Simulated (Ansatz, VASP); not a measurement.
**Hf: VASP beside Ansatz**

```xyz
1
Lattice="0.0000 2.2652 2.2652 2.2652 0.0000 2.2652 2.2652 2.2652 0.0000" Properties=species:S:1:pos:R:3 pbc="T T T"
Hf    0.0000    0.0000    0.0000
```

Alike in both runs: functional RPBE; k mesh 12 × 12 × 12; occupations fermi-dirac, width 0.1 eV; no spin polarisation.

Ansatz relaxed the structure, and its values are those at the end. VASP's run is a single point on that final structure, the one shown.

|  | VASP | Ansatz |
| --- | --- | --- |
| version | VASP 6.6.1 | Ansatz 0.2.0 |
| potentials or method | VASP PAW PBE potentials, release 64 (Hf_pv), cutoff 520 eV | plane waves (420 eV) with PAW, scalar-relativistic |
| valence electrons in the cell | 10 | 26 |

Ansatz gave:

- pressure (GPa): 0.0

Q: What did VASP give for the same quantities?

A: Pressure (GPa): -0.5.

VASP's potentials were made for PBE, not for RPBE. VASP's potentials hold 10 valence electrons a cell and Ansatz's 26, so a difference there can come from the potentials and not from the codes.

Neither program's run includes spin-orbit coupling.
